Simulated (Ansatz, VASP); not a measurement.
CdS: VASP beside Ansatz

```
Cd S
1.0
     0.00000    2.93921    2.93921
     2.93921    0.00000    2.93921
     2.93921    2.93921    0.00000
Cd S
1 1
Cartesian
  0.0000 0.0000 0.0000
  1.4696 1.4696 1.4696
```

Alike in both runs: task single point; functional PBE-based screened hybrid; k mesh 4 × 4 × 4; no spin polarisation.

```csv
,VASP,Ansatz
version,VASP 6.6.1,Ansatz 0.2.0
potentials or method,"VASP PAW PBE potentials, release 64 (Cd, S)",plane waves
plane-wave cutoff (eV),520,420
occupations,"gaussian, width 0.01 eV",fixed
valence electrons in the cell,18,26
```

```csv
,VASP,Ansatz,Ansatz less VASP
gap on the k mesh at the Fermi level (eV),4.42,4.43,+0.007
pressure (GPa),-1.1,-1.3,-0.21
```

VASP's potentials were made for PBE, not for PBE-based screened hybrid. VASP's potentials hold 18 valence electrons a cell and Ansatz's 26, so a difference there can come from the potentials and not from the codes. Ansatz's warnings: stress exchange threshold loose, stress scf threshold loose.

The k mesh is coarse, so the values compare programs but aren't converged.
